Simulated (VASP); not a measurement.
Pb: electric field gradients with PBE

The system is Pb.

```xyz
2
Lattice="3.4104 0.0000 0.0000 -1.7052 2.9535 0.0000 0.0000 0.0000 5.5900" Properties=species:S:1:pos:R:3 pbc="T T T"
Pb    0.0000    1.9690    1.3975
Pb    1.7052    0.9845    4.1925
```

This cell differs from its parent crystal: equal xx and yy strain of -2 %.

```
Program                : VASP 6.6.1
Task                   : electric field gradients
Functional             : PBE
Potentials or basis    : VASP PAW PBE potentials, release 64 (Pb_d)
Cutoff                 : 520 eV
k mesh                 : 12 × 12 × 7
Occupations            : fermi-dirac, width 0.05 eV
Spin                   : no spin polarisation
Dipole correction      : no
Further INCAR settings : ALGO = Normal; EDIFF = 1e-08; NBANDS = 21
```

```json
{
  "Pressure": "6.6 GPa",
  "Band gap on the k mesh": "zero (band 14 reaches 14.27 eV, above the bottom of band 15 at 6.02 eV)"
}
```

Stress tensor (GPa, compression positive):
```
6.69 0.00 0.00
0.00 6.69 0.00
0.00 0.00 6.55
```

Levels at points of the mesh, in eV from the Fermi level:
| k point | band 11 | band 12 | band 13 | band 14 | band 15 | band 16 | band 17 | band 18 |
| --- | --- | --- | --- | --- | --- | --- | --- | --- |
| (0.00, 0.00, 0.00) | -12.26 | -8.21 | -4.56 | 6.07 | 6.07 | 8.00 | 8.00 | 8.11 |
| (0.50, 0.00, 0.00) | -8.40 | -7.14 | -3.03 | -1.61 | -0.56 | 1.80 | 2.19 | 6.03 |

Electric field gradients, principal values (V/Å²):
```tsv
atom	least	middle	greatest (by size)
1 Pb	5.201	5.203	-10.404
2 Pb	5.201	5.203	-10.404
```

It took 39 s on 1 thread of Intel(R) Xeon(R) 6975P-C (Granite Rapids) (shared host), peak memory 0.21 GiB.

Caveat: the cell differs from its parent crystal (equal xx and yy strain of -2 %); without QUAD_EFG the Cq values of the log hold for a quadrupole moment of 1 mb, not for the nuclei; spin-orbit coupling is left out, which moves the levels of the heavy elements.
